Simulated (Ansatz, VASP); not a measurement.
Two plane-wave programs on Co

Contents of INCAR:

```
PREC     = Accurate       # precision mode
ENCUT    = 520            # plane-wave cutoff, eV
EDIFF    = 1E-6           # SCF threshold, eV
ISMEAR   = -1             # smearing method
SIGMA    = 0.05           # smearing width, eV
LREAL    = False          # projectors in reciprocal space
LASPH    = True           # aspherical terms in the spheres
NELM     = 150            # most SCF steps
ALGO     = Normal         # electronic algorithm
ISIF     = 2              # what is computed and relaxed
LWAVE    = False          # write WAVECAR
LCHARG   = False          # write CHGCAR
ISPIN    = 2              # spin polarisation
MAGMOM   = 1.558 1.558    # initial moments
LORBIT   = 11             # projections on sites
LMAXMIX  = 4              # l up to which the mixer works
NBANDS   = 20             # bands
```

The input KPOINTS:

```
Automatic mesh
0
Gamma
  24 24 13
```

The input POSCAR:

```
Co
1.0
    2.5208323231      0.0000000000      0.0000000000
   -1.2604161615      2.1831048305      0.0000000000
    0.0000000000      0.0000000000      4.0740808576
Co
2
Direct
    0.3333333333      0.6666666667      0.2500000000
    0.6666666667      0.3333333333      0.7500000000
```

Input for Ansatz:

```yaml
crystal:
  lattice:
    - [2.5208323226, 0.0, 0.0]
    - [-1.2604161613, 2.1831048301, 0.0]
    - [0.0, 0.0, 4.0740808568]
  atoms:
    - { symbol: Co, position: [0.3333333333, 0.6666666667, 0.25], spin: 1.558 }
    - { symbol: Co, position: [0.6666666667, 0.3333333333, 0.75], spin: 1.558 }
hamiltonian:
  xc: lda
  pseudopotentials:
    kind: paw
    azcp:
      Co: "pseudopotentials/Co.paw.azcp"
basis:
  ecutwfc: 420
  fft_grid_basis: typed
kpoints:
  mp_grid: { grid: [24, 24, 13], shift: [0, 0, 0] }
magnetization:
  spin_polarized: true
scf:
  occupations: { method: fermi_dirac, width: 0.05 }
output:
  stress: true
```

Alike in both runs: task single point; functional LDA; k mesh 24 × 24 × 13; occupations fermi-dirac, width 0.05 eV; collinear spin.

|  | VASP | Ansatz |
| --- | --- | --- |
| version | VASP 6.6.1 | Ansatz 0.2.0 |
| potentials or method | VASP PAW LDA potentials, release 64 (Co), cutoff 520 eV | plane waves (420 eV) with PAW, scalar-relativistic |
| valence electrons in the cell | 18 | 34 |

```tsv
	VASP	Ansatz	Ansatz less VASP
pressure (GPa)	-24.1	-23.5	+0.64
traceless stress, the component that is largest in VASP (GPa)	-0.42	-0.28	+0.141
net moment per atom (μB)	1.58	1.60	+0.029
size of the moment on the site where the two differ most (μB)	1.58	1.66	+0.075
```

Ansatz warns that its potentials were made for another functional, while VASP's fit it. LDA's correlation is that of Perdew and Zunger in VASP and of Perdew and Wang (1992) in Ansatz. Site moments also hang on the region over which each program counts them. VASP's potentials hold 18 valence electrons a cell and Ansatz's 34, so a difference there can come from the potentials and not from the codes.
